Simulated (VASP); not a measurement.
# Ti (P6/mmm) in VASP: a series of runs

Runs on Ti. Level: r2SCAN. Tasks: single point.

All numbers are computed with VASP 6.6.1; they aren't measurements. Logs are shortened: lines on timing, memory, paths and dates and some standing lists are left out, and cuts for length are marked.

**1. The cell of the first run**

It takes space group P6/mmm (No. 191, hexagonal). The conventional cell has a = 4.616 Å, b = 4.616 Å, c = 2.849 Å, α = 90.00°, β = 90.00°, γ = 120.00°. Within 3.8 Å of Ti (site symmetry 6/mmm) lie 14 Ti at 2.85 to 3.02 Å. Within 3.5 Å of Ti (site symmetry -6m2) lie 11 Ti at 2.67 to 3.02 Å.

**2. Single point, r2SCAN (volume scaled by 1.03, then relaxed in part)**

Contents of POSCAR:

```
Ti
1.0
    4.6164746971      0.0000000000      0.0000000000
   -2.3082373485      3.9979843636      0.0000000000
    0.0000000000      0.0000000000      2.8487467736
Ti
3
Direct
    0.0000000000      0.0000000000      0.0000000000
    0.3333333333      0.6666666667      0.5000000000
    0.6666666667      0.3333333333      0.5000000000
```

Contents of INCAR.step1:

```
PREC     = Accurate       # precision mode
ENCUT    = 520            # plane-wave cutoff, eV
ISMEAR   = 0              # smearing method
SIGMA    = 0.1            # smearing width, eV
LREAL    = False          # projectors in reciprocal space
LASPH    = True           # aspherical terms in the spheres
NELM     = 100            # most SCF steps
NBANDS   = 25             # bands
GGA      = PE             # functional
ALGO     = Normal         # electronic algorithm
EDIFF    = 1E-4           # SCF threshold, eV
LWAVE    = True           # write WAVECAR
LCHARG   = False          # write CHGCAR
```

Contents of INCAR.step2:

```
PREC     = Accurate       # precision mode
ENCUT    = 520            # plane-wave cutoff, eV
EDIFF    = 1E-6           # SCF threshold, eV
ISMEAR   = 0              # smearing method
SIGMA    = 0.1            # smearing width, eV
LREAL    = False          # projectors in reciprocal space
LASPH    = True           # aspherical terms in the spheres
NELM     = 100            # most SCF steps
ALGO     = Normal         # electronic algorithm
ISIF     = 2              # what is computed and relaxed
LWAVE    = False          # write WAVECAR
LCHARG   = False          # write CHGCAR
METAGGA  = R2SCAN         # meta-GGA
LMIXTAU  = True         
NBANDS   = 25             # bands
ISTART   = 1
```

Contents of KPOINTS:

```
regular mesh
0
Gamma
  12 12 14
```

Potentials or basis: VASP PAW PBE potentials, release 64 (Ti_sv).

Started as:

```sh
> cat potpaw_PBE.64/Ti_sv/POTCAR > POTCAR
> cp INCAR.step1 INCAR
> mpirun -np 1 vasp_std > vasp.out
> cp INCAR.step2 INCAR
> mpirun -np 1 vasp_std > vasp.out
```

OUTCAR:

```text
PREC = Accurate
   ENCUT = 520
   EDIFF = 1E-6
   ISMEAR = 0
   LREAL = False
   LASPH = True
   NELM = 100
   ISIF = 2
   METAGGA = R2SCAN
   ISTART = 1

 ion  position               nearest neighbor table
   1  0.000  0.000  0.000-
   2  0.333  0.667  0.500-   3 2.67   3 2.67   3 2.67
   3  0.667  0.333  0.500-   2 2.67   2 2.67   2 2.67

  LATTYP: Found a hexagonal cell.
 ALAT       =     4.6164746971
 C/A-ratio  =     0.6170827223

  Lattice vectors:

 A1 = (   4.6164746971,   0.0000000000,   0.0000000000)
 A2 = (  -2.3082373485,   3.9979843636,   0.0000000000)
 A3 = (   0.0000000000,   0.0000000000,   2.8487467736)

Analysis of symmetry for initial positions (statically):
=====================================================================
 Subroutine PRICEL returns:
 Original cell was already a primitive cell.

 Routine SETGRP: Setting up the symmetry group for a
 hexagonal supercell.

 Subroutine GETGRP returns: Found 24 space group operations
 (whereof 24 operations were pure point group operations)
 out of a pool of 24 trial point group operations.

The static configuration has the point symmetry D_6h.

Analysis of symmetry for dynamics (positions and initial velocities):
=====================================================================
 Subroutine PRICEL returns:
 Original cell was already a primitive cell.

 Routine SETGRP: Setting up the symmetry group for a
 hexagonal supercell.

 Subroutine GETGRP returns: Found 24 space group operations
 (whereof 24 operations were pure point group operations)
 out of a pool of 24 trial point group operations.

The dynamic configuration has the point symmetry D_6h.

 Subroutine INISYM returns: Found 24 space group operations
 (whereof 24 operations are pure point group operations),
 and found     1 'primitive' translations

----------------------------------------------------------------------------------------

                                     Primitive cell

  volume of cell :      52.5782

  direct lattice vectors                    reciprocal lattice vectors
     4.616474697  0.000000000  0.000000000     0.216615505  0.125063020  0.000000000
    -2.308237349  3.997984364  0.000000000     0.000000000  0.250126041  0.000000000
     0.000000000  0.000000000  2.848746774     0.000000000  0.000000000  0.351031552

  length of vectors
     4.616474697  4.616474697  2.848746774     0.250126041  0.250126041  0.351031552

  position of ions in fractional coordinates (direct lattice)
     0.000000000  0.000000000  0.000000000
     0.333333333  0.666666667  0.500000000
     0.666666667  0.333333333  0.500000000

  ion indices of the primitive-cell ions
   primitive index   ion index
                 1           1
                 2           2
                 3           3

----------------------------------------------------------------------------------------

 KPOINTS: regular mesh

Automatic generation of k-mesh.
 Grid dimensions read from file:
 generate k-points for:   12   12   14

 Generating k-lattice:

  Cartesian coordinates                     Fractional coordinates (reciprocal lattice)
     0.018051292  0.010421918  0.000000000     0.083333333  0.000000000  0.000000000
     0.000000000  0.020843837  0.000000000     0.000000000  0.083333333  0.000000000
     0.000000000  0.000000000  0.025073682     0.000000000  0.000000000  0.071428571

  Length of vectors
     0.020843837  0.020843837  0.025073682

  Shift w.r.t. Gamma in fractional coordinates (k-lattice)
     0.000000000  0.000000000  0.000000000

 Subroutine IBZKPT returns following result:
 ===========================================

 Found    152 irreducible k-points:

 Following reciprocal coordinates:
            Coordinates               Weight
  0.000000  0.000000  0.000000      1.000000
  0.083333  0.000000  0.000000      6.000000
  0.166667  0.000000  0.000000      6.000000
  0.250000  0.000000  0.000000      6.000000
  0.333333  0.000000  0.000000      6.000000
  0.416667 -0.000000  0.000000      6.000000
[... 16 lines left out ...]
  0.250000  0.000000  0.071429     12.000000
  0.333333  0.000000  0.071429     12.000000
 [... further k-points ...]
   k-points           NKPTS =    152   k-points in BZ     NKDIM =    152   number of bands    NBANDS=     25
   number of dos      NEDOS =    301   number of ions     NIONS =      3
   total plane-waves  NPLWV =  31104
   dimension x,y,z NGX =    36 NGY =   36 NGZ =   24
   dimension x,y,z NGXF=    72 NGYF=   72 NGZF=   48
   ions per type =               3
   NGX,Y,Z   is equivalent  to a cutoff of  12.96, 12.96, 14.01 a.u.
   NGXF,Y,Z  is equivalent  to a cutoff of  25.93, 25.93, 28.01 a.u.
 SYSTEM =  unknown system
   PREC   = accura    normal or accurate (medium, high low for compatibility)
   ISTART =      1    job   : 0-new  1-cont  2-samecut
   ICHARG =      0    charge: 1-file 2-atom 10-const
   ISPIN  =      1    spin polarized calculation?
   LNONCOLLINEAR =      F non collinear calculations
   LSORBIT =      F    spin-orbit coupling
   LASPH  =      T    aspherical Exc in radial PAW
   ENCUT  =  520.0 eV  38.22 Ry    6.18 a.u.   8.58  8.58  5.30*2*pi/ulx,y,z
   NELM   =    100;   NELMIN=  2; NELMDL=  0     # of ELM steps
   EDIFF  = 0.1E-05   stopping-criterion for ELM
   LREAL  =      F    real-space projection
   EDIFFG = 0.1E-04   stopping-criterion for IOM
   NSW    =      0    number of steps for IOM
   IBRION =     -1    ionic relax: 0-MD 1-quasi-New 2-CG
   NFREE  =      0    steps in history (QN), initial steepest desc. (CG)
   ISIF   =      2    stress and relaxation
   ISYM   =      2    0-nonsym 1-usesym 2-fastsym
   POTIM  = 0.5000    time-step for ionic-motion
   TEBEG  =    0.0;   TEEND  =   0.0 temperature during run
   PSTRESS=    0.0 pullay stress
   NELECT =      36.0000    total number of electrons
   NUPDOWN=      -1.0000    fix difference up-down
   EMIN   =  10.00;   EMAX   =-10.00  energy-range for DOS
   EFERMI =   0.00;   METHOD = LEGACY
   ISMEAR =     0;   SIGMA  =   0.10  broadening in eV -4-tet -1-fermi 0-gaus
   EFERMI_NEDOS =   21; number of points for ismear=-14 and -15
   IALGO  =     38    algorithm
   IMIX   =      4    mixing-type and parameters
     AMIX     =   0.40;   BMIX     =  1.00
     AMIX_MAG =   1.60;   BMIX_MAG =  1.00
  volume/ion in A,a.u.               =      17.53       118.27
  Fermi-wavevector in a.u.,A,eV,Ry     =   1.442914  2.726713 28.327352  2.082002
  Thomas-Fermi vector in A             =   2.561381
   LORBIT       =      0    0 simple, 1 ext, 2 COOP (PROOUT), +10 PAW based schemes
   METAGGA = R2SCAN    functional components
   LHFCALC =     F    Hartree Fock is set to
   AEXX    =    0.0000 exact exchange contribution
   IVDW    =     0    specifies the selected vdW correction
   LEPSILON=     F    determine dielectric tensor
   LRPA    =     F    only Hartree local field effects (RPA)
 non-spin polarized calculation
 Gauss-broadening in eV      SIGMA  =   0.10
  energy-cutoff  :      520.00
  volume of cell :       52.58
 maximum number of plane-waves:      1439
 NGX is ok and might be reduce to    36
   NGX = 17   NGY = 17   NGZ = 11

 number of electron      35.9999984 magnetization

 Free energy of the ion-electron system (eV)
  ---------------------------------------------------
  ext. energy  EPLUGINS =         0.00000000
  ---------------------------------------------------
  free energy    TOTEN  =       -38.89383343 eV

  energy without entropy =      -38.88377393  energy(sigma->0) =      -38.88880368

 E-fermi :   8.1850     XC(G=0): -12.3524

 val. band max:        8.1838791068   @ k =   0.3333   0.3333   0.2143
 cond. band min:       8.1853944675   @ k =   0.4167  -0.0000   0.0714
 fundamental gap:      0.0015153607
 Fermi energy:         8.1850308808

 k-point     1 :       0.0000    0.0000    0.0000
  band No.  band energies     occupation
      1     -51.1305      2.00000
      2     -50.8757      2.00000
      3     -50.7238      2.00000
      4     -26.3856      2.00000
      5     -26.3856      2.00000
      6     -26.2907      2.00000
[... 17 lines left out ...]
     24      10.0968      0.00000
     25      10.2365      0.00000

 k-point     2 :       0.0833    0.0000    0.0000
  band No.  band energies     occupation
      1     -51.1296      2.00000
      2     -50.8741      2.00000
      3     -50.7264      2.00000
      4     -26.4093      2.00000
      5     -26.4046      2.00000
      6     -26.2667      2.00000
[... 17 lines left out ...]
     24       9.9505      0.00000
     25      10.4274      0.00000

 k-point     3 :       0.1667    0.0000    0.0000
  band No.  band energies     occupation
      1     -51.1273      2.00000
      2     -50.8694      2.00000
      3     -50.7337      2.00000
      4     -26.4508      2.00000
      5     -26.4260      2.00000
      6     -26.2241      2.00000
[... 17 lines left out ...]
     24       9.8286      0.00000
     25      10.6702      0.00000

 k-point     4 :       0.2500    0.0000    0.0000
  band No.  band energies     occupation
      1     -51.1241      2.00000
      2     -50.8614      2.00000
      3     -50.7451      2.00000
      4     -26.4899      2.00000
      5     -26.4282      2.00000
      6     -26.1834      2.00000
[... 17 lines left out ...]
     24      10.0671      0.00000
     25      10.9160      0.00000
[... 477 lines left out ...]
 k-point    22 :       0.1667    0.0000    0.0714
  band No.  band energies     occupation
      1     -51.1242      2.00000
      2     -50.8671      2.00000
      3     -50.7312      2.00000
      4     -26.4446      2.00000
      5     -26.4209      2.00000
      6     -26.2230      2.00000
[... 17 lines left out ...]
     24       9.8589      0.00000
     25      10.7491      0.00000

 k-point    23 :       0.2500    0.0000    0.0714
  band No.  band energies     occupation
      1     -51.1213      2.00000
      2     -50.8591      2.00000
      3     -50.7426      2.00000
      4     -26.4829      2.00000
      5     -26.4237      2.00000
      6     -26.1837      2.00000
[... 17 lines left out ...]
     24      10.0497      0.00000
     25      10.9983      0.00000

 k-point    24 :       0.3333    0.0000    0.0714
  band No.  band energies     occupation
      1     -51.1184      2.00000
      2     -50.8484      2.00000
      3     -50.7564      2.00000
      4     -26.5131      2.00000
      5     -26.4057      2.00000
      6     -26.1525      2.00000
[... 17 lines left out ...]
     24      10.3585      0.00000
     25      10.9245      0.00000

 [... further k-points ...]
[... 5 lines left out ...]
  --------------------------------------------------------------------------------------
  -------------------------------------------------------------------------------------
  Total       -0.9635960     -0.9635960     -0.9396788     -0.0000000      0.0000000      0.0000000
  in kB      -29.3629836    -29.3629836    -28.6341698     -0.0000000      0.0000000      0.0000000
  external PRESSURE =     -29.1200457 kB  Pullay stress =       0.0000000 kB

 VOLUME and BASIS-vectors are now :
 -----------------------------------------------------------------------------
  energy-cutoff  :      520.00
  volume of cell :       52.58
      direct lattice vectors                 reciprocal lattice vectors
     4.616474697  0.000000000  0.000000000     0.216615505  0.125063020  0.000000000
    -2.308237349  3.997984364  0.000000000     0.000000000  0.250126041  0.000000000
     0.000000000  0.000000000  2.848746774     0.000000000  0.000000000  0.351031552

 POSITION                                       TOTAL-FORCE (eV/Angst)
 -----------------------------------------------------------------------------------
      0.00000      0.00000      0.00000        -0.000000      0.000000      0.000000
     -0.00000      2.66532      1.42437        -0.000000      0.000000     -0.000000
      2.30824      1.33266      1.42437         0.000000      0.000000      0.000000
 -----------------------------------------------------------------------------------
    total drift:                                0.000000      0.000000     -0.000000

  FREE ENERGIE OF THE ION-ELECTRON SYSTEM (eV)
  ---------------------------------------------------
  free  energy   TOTEN  =       -38.8938334266 eV

  energy  without entropy=      -38.8837739321  energy(sigma->0) =      -38.88880368
```

It took 12 min on 1 thread of Intel Xeon Platinum 8259CL at 2.50GHz (Skylake/Cascade Lake), shared host; peak memory 0.28 GiB.

Results:

| Property | Result |
| --- | --- |
| Free energy | -38.8938 eV |
| Pressure | -2.9 GPa |
| Band gap on the k mesh | zero (band 18 reaches 8.34 eV, above the bottom of band 19 at 8.13 eV) |

Caveat: the PAW data sets were made with another functional, which shifts forces and pressure a little.

(Continued in part 2 of 3.)
